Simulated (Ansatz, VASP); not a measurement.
## One calculation of MgB2, two programs

INCAR

```
SYSTEM = MgB2
ALGO = Normal
EDIFF = 1E-6
ENCUT = 600
GGA = PE
GGA_COMPAT = .FALSE.
ISIF = 2
ISMEAR = 0
IVDW = 12
LASPH = .TRUE.
LCHARG = .TRUE.
LELF = .TRUE.
LREAL = .FALSE.
LVHAR = .TRUE.
LWAVE = .FALSE.
NBANDS = 11
NELM = 120
PREC = Accurate
SIGMA = 0.1
```

File KPOINTS:

```
k-points
0
G
  6 6 6
  0 0 0
```

Contents of POSCAR:

```
MgB2
1.0
    3.0627620600      0.0000000000      0.0000000000
   -1.5313810300      2.6524297500      0.0000000000
    0.0000000000      0.0000000000      3.5208704800
Mg B
1 2
Direct
    0.0000000000      0.0000000000      0.0000000000
    0.6666666700      0.3333333300      0.5000000000
    0.3333333300      0.6666666700      0.5000000000
```

Input for Ansatz:

```yaml
crystal:
  lattice:
    - [3.06276206, 0.0, 0.0]
    - [-1.53138103, 2.65242975, 0.0]
    - [0.0, 0.0, 3.52087048]
  atoms:
    - { symbol: Mg, position: [0.0, 0.0, 0.0] }
    - { symbol: B, position: [0.66666667, 0.33333333, 0.5] }
    - { symbol: B, position: [0.33333333, 0.66666667, 0.5] }
basis:
  ecutwfc: 420
kpoints:
  mp_grid: { grid: [6, 6, 6] }
hamiltonian:
  xc: pbe
  dispersion: d3bj
  pseudopotentials: { kind: paw, azcp: { folder: soft_1 } }
scf:
  occupations: { method: gaussian, width: 0.1 }
output:
  forces: true
  stress: true
  eigenvalues: true
```

Alike in both runs: task single point; functional PBE; dispersion D3(BJ); k mesh 6 × 6 × 6; occupations gaussian, width 0.1 eV; no spin polarisation.

```csv
,VASP,Ansatz
version,VASP 6.6.1,Ansatz 0.2.0
potentials or method,"VASP PAW PBE potentials, release 64 (Mg, B), cutoff 600 eV","scalar-relativistic, plane waves, PAW"
valence electrons in the cell,8,16
```

Ansatz gave:

- gap on the k mesh at the Fermi level (eV): none
- pressure (GPa): -3.2
- traceless stress, the component that is largest in VASP (GPa): -3.04

Problem. Which values does VASP return?

Solution. gap on the k mesh at the Fermi level (eV): none; pressure (GPa): -3.5; traceless stress, the component that is largest in VASP (GPa): -3.20.

A gap of «none» marks a metal or a gap that the smearing closes. VASP's potentials hold 8 valence electrons a cell and Ansatz's 16, so a difference there can come from the potentials and not from the codes.

The k mesh is coarse, so the values compare programs but aren't converged.
